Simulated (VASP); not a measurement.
Input of a VASP 6.6.1 run:

POSCAR

```
Pd
1.0
    0.0000000000      1.9959240255      1.9959240255
    1.9959240255      0.0000000000      1.9959240255
    1.9959240255      1.9959240255      0.0000000000
Pd
1
Direct
    0.0000000000      0.0000000000      0.0000000000
```

File INCAR.step1:

```
  PREC = Accurate
  ENCUT = 520
  EDIFF = 1E-5
  ISMEAR = -1
  SIGMA = 0.1
  LREAL = False
  LASPH = True
  NELM = 100
  ALGO = Normal
  ISIF = 2
  LWAVE = True
  GGA = PE
  NBANDS = 11
```

The input INCAR.step2:

```
  PREC = Accurate
  ENCUT = 520
  EDIFF = 1E-7
  ISMEAR = -1
  SIGMA = 0.1
  LREAL = False
  LASPH = True
  NELM = 100
  ALGO = Normal
  ISIF = 2
  LWAVE = False
  LCHARG = True
  GGA = PE
  LHFCALC = True
  HFSCREEN = 0.2079
  PRECFOCK = Normal
  LELF = True
  LVHAR = True
  ISTART = 1
  NBANDS = 11
```

The input KPOINTS:

```
Automatic mesh
0
Gamma
  6 6 6
```

Potentials or basis: VASP PAW PBE potentials, release 64 (Pd).

Launch:

```sh
$ cat potpaw_PBE.64/Pd/POTCAR > POTCAR
$ cp INCAR.step1 INCAR
$ mpirun -np 1 vasp_std > vasp.out
$ cp INCAR.step2 INCAR
$ mpirun -np 1 vasp_std > vasp.out
```

Q: What does it give for the pressure?

A: -9.5 GPa.

Q: Predict the band gap on the k mesh.

A: Zero (bands 5 and 6 overlap by 2.00 eV).

Caveat: the k points lie up to 0.45 Å⁻¹ apart, too coarse for converged energies and pressures of a metal; the PAW data sets were made with another functional, which shifts forces and pressure a little.
